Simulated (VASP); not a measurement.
# BN (F-43m) in VASP: notebook

The runs below take BN through relaxation of cell and atoms, with PBE.

Everything below comes from runs of VASP 6.6.1. Logs are shortened: lines on timing, memory, paths and dates and some standing lists are left out, and cuts for length are marked.

**1. The cell of the first run**

Symmetry: F-43m, No. 216, cubic system. The conventional cell has a = 4.342 Å, b = 4.342 Å, c = 4.342 Å, α = 90.00°, β = 90.00°, γ = 90.00°. Within 2.5 Å of B (site symmetry -43m) lie 4 N at 1.88 Å. Within 2.5 Å of N (site symmetry -43m) lie 4 B at 1.88 Å.

**2. Relaxation of cell and atoms, PBE**

Input file INCAR:

```
  PREC = Accurate
  ENCUT = 600
  EDIFF = 1E-7
  ISMEAR = 0
  SIGMA = 0.1
  LREAL = F
  LASPH = T
  NELM = 100
  ALGO = Normal
  ISIF = 3
  LWAVE = F
  LCHARG = F
  GGA = PE
  IBRION = 2
  NSW = 80
  EDIFFG = -0.05
```

Input file KPOINTS:

```
Automatic mesh
0
Gamma
  8 8 8
```

Input file POSCAR:

```
BN
1.0
    0.0000000000      2.1707940970      2.1707940970
    2.1707940970      0.0000000000      2.1707940970
    2.1707940970      2.1707940970      0.0000000000
B N
1 1
Direct
    0.0000000000      0.0000000000      0.0000000000
    0.2500000000      0.2500000000      0.2500000000
```

Potentials or basis: VASP PAW PBE potentials, release 64 (B, N).

On the command line:

```bash
> cat potpaw_PBE.64/B/POTCAR potpaw_PBE.64/N/POTCAR > POTCAR
> mpirun -np 1 vasp_std > vasp.out
```

OUTCAR:

```text
PREC = Accurate
   ENCUT = 600
   EDIFF = 1E-7
   ISMEAR = 0
   LREAL = F
   LASPH = T
   NELM = 100
   ISIF = 3
   GGA = PE
   IBRION = 2
   NSW = 80
   EDIFFG = -0.05

 ion  position               nearest neighbor table
   1  0.000  0.000  0.000-   2 1.88   2 1.88   2 1.88   2 1.88
   2  0.250  0.250  0.250-   1 1.88   1 1.88   1 1.88   1 1.88

  LATTYP: Found a face centered cubic cell.
 ALAT       =     4.3415881940

  Lattice vectors:

 A1 = (   0.0000000000,   2.1707940970,   2.1707940970)
 A2 = (   2.1707940970,   0.0000000000,   2.1707940970)
 A3 = (   2.1707940970,   2.1707940970,   0.0000000000)

Analysis of symmetry for initial positions (statically):
=====================================================================
 Subroutine PRICEL returns:
 Original cell was already a primitive cell.

 Routine SETGRP: Setting up the symmetry group for a
 face centered cubic supercell.

 Subroutine GETGRP returns: Found 24 space group operations
 (whereof 24 operations were pure point group operations)
 out of a pool of 48 trial point group operations.

The static configuration has the point symmetry T_d .

Analysis of symmetry for dynamics (positions and initial velocities):
=====================================================================
 Subroutine PRICEL returns:
 Original cell was already a primitive cell.

 Routine SETGRP: Setting up the symmetry group for a
 face centered cubic supercell.

 Subroutine GETGRP returns: Found 24 space group operations
 (whereof 24 operations were pure point group operations)
 out of a pool of 48 trial point group operations.

The dynamic configuration has the point symmetry T_d .

 Subroutine INISYM returns: Found 24 space group operations
 (whereof 24 operations are pure point group operations),
 and found     1 'primitive' translations

----------------------------------------------------------------------------------------

                                     Primitive cell

  volume of cell :      20.4591

  direct lattice vectors                    reciprocal lattice vectors
     0.000000000  2.170794097  2.170794097    -0.230330459  0.230330459  0.230330459
     2.170794097  0.000000000  2.170794097     0.230330459 -0.230330459  0.230330459
     2.170794097  2.170794097  0.000000000     0.230330459  0.230330459 -0.230330459

  length of vectors
     3.069966453  3.069966453  3.069966453     0.398944057  0.398944057  0.398944057

  position of ions in fractional coordinates (direct lattice)
     0.000000000  0.000000000  0.000000000
     0.250000000  0.250000000  0.250000000

  ion indices of the primitive-cell ions
   primitive index   ion index
                 1           1
                 2           2

----------------------------------------------------------------------------------------

 KPOINTS: Automatic mesh

Automatic generation of k-mesh.
 Grid dimensions read from file:
 generate k-points for:    8    8    8

 Generating k-lattice:

  Cartesian coordinates                     Fractional coordinates (reciprocal lattice)
    -0.028791307  0.028791307  0.028791307     0.125000000  0.000000000  0.000000000
     0.028791307 -0.028791307  0.028791307     0.000000000  0.125000000  0.000000000
     0.028791307  0.028791307 -0.028791307     0.000000000  0.000000000  0.125000000

  Length of vectors
     0.049868007  0.049868007  0.049868007

  Shift w.r.t. Gamma in fractional coordinates (k-lattice)
     0.000000000  0.000000000  0.000000000

 Subroutine IBZKPT returns following result:
 ===========================================

 Found     29 irreducible k-points:

 Following reciprocal coordinates:
            Coordinates               Weight
  0.000000  0.000000  0.000000      1.000000
  0.125000  0.000000  0.000000      8.000000
  0.250000  0.000000  0.000000      8.000000
  0.375000  0.000000  0.000000      8.000000
  0.500000  0.000000  0.000000      4.000000
  0.125000  0.125000  0.000000      6.000000
[... 16 lines left out ...]
  0.500000  0.250000  0.125000     48.000000
 -0.375000  0.250000  0.125000     24.000000
 [... further k-points ...]
   k-points           NKPTS =     29   k-points in BZ     NKDIM =     29   number of bands    NBANDS=      8
   number of dos      NEDOS =    301   number of ions     NIONS =      2
   total plane-waves  NPLWV =  21952
   dimension x,y,z NGX =    28 NGY =   28 NGZ =   28
   dimension x,y,z NGXF=    56 NGYF=   56 NGZF=   56
   ions per type =               1   1
   NGX,Y,Z   is equivalent  to a cutoff of  15.16, 15.16, 15.16 a.u.
   NGXF,Y,Z  is equivalent  to a cutoff of  30.33, 30.33, 30.33 a.u.
 SYSTEM =  unknown system
   PREC   = accura    normal or accurate (medium, high low for compatibility)
   ISTART =      0    job   : 0-new  1-cont  2-samecut
   ICHARG =      2    charge: 1-file 2-atom 10-const
   ISPIN  =      1    spin polarized calculation?
   LNONCOLLINEAR =      F non collinear calculations
   LSORBIT =      F    spin-orbit coupling
   LASPH  =      T    aspherical Exc in radial PAW
   ENCUT  =  600.0 eV  44.10 Ry    6.64 a.u.   6.13  6.13  6.13*2*pi/ulx,y,z
   NELM   =    100;   NELMIN=  2; NELMDL= -5     # of ELM steps
   EDIFF  = 0.1E-06   stopping-criterion for ELM
   LREAL  =      F    real-space projection
   EDIFFG = -.5E-01   stopping-criterion for IOM
   NSW    =     80    number of steps for IOM
   IBRION =      2    ionic relax: 0-MD 1-quasi-New 2-CG
   NFREE  =      1    steps in history (QN), initial steepest desc. (CG)
   ISIF   =      3    stress and relaxation
   ISYM   =      2    0-nonsym 1-usesym 2-fastsym
   POTIM  = 0.5000    time-step for ionic-motion
   TEBEG  =    0.0;   TEEND  =   0.0 temperature during run
   PSTRESS=    0.0 pullay stress
   NELECT =       8.0000    total number of electrons
   NUPDOWN=      -1.0000    fix difference up-down
   EMIN   =  10.00;   EMAX   =-10.00  energy-range for DOS
   EFERMI =   0.00;   METHOD = LEGACY
   ISMEAR =     0;   SIGMA  =   0.10  broadening in eV -4-tet -1-fermi 0-gaus
   EFERMI_NEDOS =   21; number of points for ismear=-14 and -15
   IALGO  =     38    algorithm
   IMIX   =      4    mixing-type and parameters
     AMIX     =   0.40;   BMIX     =  1.00
     AMIX_MAG =   1.60;   BMIX_MAG =  1.00
  volume/ion in A,a.u.               =      10.23        69.03
  Fermi-wavevector in a.u.,A,eV,Ry     =   1.197134  2.262256 19.498924  1.433130
  Thomas-Fermi vector in A             =   2.333057
   LORBIT       =      0    0 simple, 1 ext, 2 COOP (PROOUT), +10 PAW based schemes
   GGA     = PE    functional components
   LHFCALC =     F    Hartree Fock is set to
   AEXX    =    0.0000 exact exchange contribution
   IVDW    =     0    specifies the selected vdW correction
   LEPSILON=     F    determine dielectric tensor
   LRPA    =     F    only Hartree local field effects (RPA)
 conjugate gradient relaxation of ions
 non-spin polarized calculation
 Gauss-broadening in eV      SIGMA  =   0.10
  energy-cutoff  :      600.00
  volume of cell :       20.46
 maximum number of plane-waves:       701
 NGX is ok and might be reduce to    28
   NGX = 13   NGY = 13   NGZ = 13

--------------------------------------- Ionic step        1  -------------------------------------------

 number of electron       8.0000000 magnetization

 Free energy of the ion-electron system (eV)
  ---------------------------------------------------
  ext. energy  EPLUGINS =         0.00000000
  ---------------------------------------------------
  free energy    TOTEN  =       -14.52726631 eV

  energy without entropy =      -14.52726631  energy(sigma->0) =      -14.52726631

 E-fermi :   2.3751     XC(G=0): -10.2990

 val. band max:        1.9633082067   @ k =   0.0000   0.0000   0.0000
 cond. band min:       4.8516972940   @ k =   0.0000   0.0000   0.0000
 fundamental gap:      2.8883890872
 Fermi energy:         2.3751323784

 k-point     1 :       0.0000    0.0000    0.0000
  band No.  band energies     occupation
      1     -13.2991      2.00000
      2       1.9633      2.00000
      3       1.9633      2.00000
      4       1.9633      2.00000
      5       4.8517      0.00000
      6       8.2756      0.00000
      7       8.2756      0.00000
      8       8.2756      0.00000
[... 692 lines left out ...]
 POSITION                                       TOTAL-FORCE (eV/Angst)
 -----------------------------------------------------------------------------------
      0.00000      0.00000      0.00000         0.000000     -0.000000      0.000000
      0.90867      0.90867      0.90867        -0.000000      0.000000     -0.000000
 -----------------------------------------------------------------------------------
    total drift:                               -0.000000     -0.000000     -0.000000

  FREE ENERGIE OF THE ION-ELECTRON SYSTEM (eV)
  ---------------------------------------------------
  free  energy   TOTEN  =       -17.4678631531 eV

  energy  without entropy=      -17.4678631531  energy(sigma->0) =      -17.46786315

--------------------------------------- Ionic step        6  -------------------------------------------

 number of electron       8.0000000 magnetization

 Free energy of the ion-electron system (eV)
  ---------------------------------------------------
  ext. energy  EPLUGINS =         0.00000000
  ---------------------------------------------------
  free energy    TOTEN  =       -17.46858839 eV

  energy without entropy =      -17.46858839  energy(sigma->0) =      -17.46858839

 E-fermi :   7.7898     XC(G=0): -12.7783

 val. band max:        7.2934041260   @ k =   0.0000   0.0000   0.0000
 cond. band min:      11.7414092413   @ k =   0.5000   0.5000   0.0000
 fundamental gap:      4.4480051153
 Fermi energy:         7.7898033045

 k-point     1 :       0.0000    0.0000    0.0000
  band No.  band energies     occupation
      1     -12.8358      2.00000
      2       7.2934      2.00000
      3       7.2934      2.00000
      4       7.2934      2.00000
      5      16.0681      0.00000
      6      16.0681      0.00000
      7      16.0681      0.00000
      8      17.4987      0.00000
[... 275 lines left out ...]
 POSITION                                       TOTAL-FORCE (eV/Angst)
 -----------------------------------------------------------------------------------
      1.81296      0.00000      1.81296         0.000000      0.000000     -0.000000
      0.90648      0.90648      0.90648        -0.000000     -0.000000      0.000000
 -----------------------------------------------------------------------------------
    total drift:                               -0.000000     -0.000000     -0.000000

  FREE ENERGIE OF THE ION-ELECTRON SYSTEM (eV)
  ---------------------------------------------------
  free  energy   TOTEN  =       -17.4685883909 eV

  energy  without entropy=      -17.4685883909  energy(sigma->0) =      -17.46858839

 reached required accuracy - stopping structural energy minimisation
```

It took 14 s on 1 thread of Intel Xeon 6975P-C (Granite Rapids), shared host; peak memory 0.15 GiB.

Results:

```yaml
Free_energy: -17.4686 eV
Relaxed_volume: 5.96 Å³/atom
Relaxed_cell: a = 2.564 Å, b = 2.564 Å, c = 2.564 Å, α = 60.00°, β = 60.00°, γ = 60.00°
Space_group_after_relaxing_to_0.05_Å: F-43m (No. 216)
Energy_gained_by_relaxing: 1470.7 meV/atom
Ionic_steps: 6
Pressure_after_relaxing: 0.0 GPa
Band_gap_on_the_k_mesh: 4.45 eV, indirect (least direct gap 8.77 eV)
```

The path:
```tsv
step	energy change (eV)	largest force (eV/Å)	pressure (GPa)	volume (Å³)
1	0.0000	0.0000	-70.35	20.46
2	-2.3702	0.0000	101.80	9.83
3	-2.9411	0.0000	-1.48	11.97
4	-2.9405	0.0000	2.95	11.83
5	-2.9406	0.0000	-2.66	12.00
6	-2.9413	0.0000	0.01	11.92
```

Final structure:
```
CELL_PARAMETERS angstrom
0.00000 1.81296 1.81296
1.81296 0.00000 1.81296
1.81296 1.81296 0.00000
ATOMIC_POSITIONS crystal
B 0.00000 0.00000 0.00000
N 0.25000 0.25000 0.25000
```

Caveat: the volume moved by over 15 % at a fixed basis, so the end points are rough.

**3. Relaxation of cell and atoms, PBE**

This run uses another cell than the first one, of 5.95 Å³/atom, 0.582 times its volume.

Input file INCAR:

```
SYSTEM = BN
  ALGO = Normal
  EDIFF = 1E-6
  EDIFFG = -0.01
  ENCUT = 600
  GGA = PE
  IBRION = 2
  ISIF = 3
  ISMEAR = 0
  LASPH = .TRUE.
  LCHARG = .FALSE.
  LREAL = .FALSE.
  LWAVE = .FALSE.
  NELM = 100
  NSW = 80
  PREC = Accurate
  SIGMA = 0.02
```

Input file KPOINTS:

```
k-points
0
G
  12 12 12
  0 0 0
```

Input file POSCAR:

```
BN
1.0
    0.0000000000      1.8123376925      1.8123376925
    1.8123376925      0.0000000000      1.8123376925
    1.8123376925      1.8123376925      0.0000000000
B N
1 1
Direct
    0.0000000000      0.0000000000      0.0000000000
    0.2500000000      0.2500000000      0.2500000000
```

Potentials or basis: VASP PAW PBE potentials, release 64 (B, N).

On the command line:

```bash
> cat potpaw_PBE.64/B/POTCAR potpaw_PBE.64/N/POTCAR > POTCAR
> mpirun -np 1 vasp_std > vasp.out
```

Run time: 3.2 s. Hardware: 1 thread of Intel Xeon 6975P-C (Granite Rapids), shared host; peak memory 0.12 GiB.

It converged, with:

| Property | Result |
| --- | --- |
| Free energy | -17.4546 eV |
| Pressure after relaxing | 0.0 GPa |
| Band gap on the k mesh | 4.45 eV, indirect (least direct gap 8.78 eV) |

Final structure:
```
CELL_PARAMETERS angstrom
0.00000 1.81234 1.81234
1.81234 0.00000 1.81234
1.81234 1.81234 0.00000
ATOMIC_POSITIONS crystal
B 0.00000 0.00000 0.00000
N 0.25000 0.25000 0.25000
```

Levels at points of the mesh, in eV from the valence-band top:
```
           k point  band 1  band 2  band 3  band 4  band 5  band 6  band 7  band 8
(0.00, 0.00, 0.00)  -20.14    0.00    0.00    0.00    8.78    8.78    8.78   10.22
(0.50, 0.00, 0.00)  -15.96  -10.62   -1.93   -1.93   10.04   10.66   10.66   15.17
(0.50, 0.50, 0.00)  -14.61   -8.86   -4.86   -4.86    4.45    9.19   17.80   17.80
```

Caveat: the relaxation stopped at its first step, so nothing moved. A k mesh can miss the band edges.
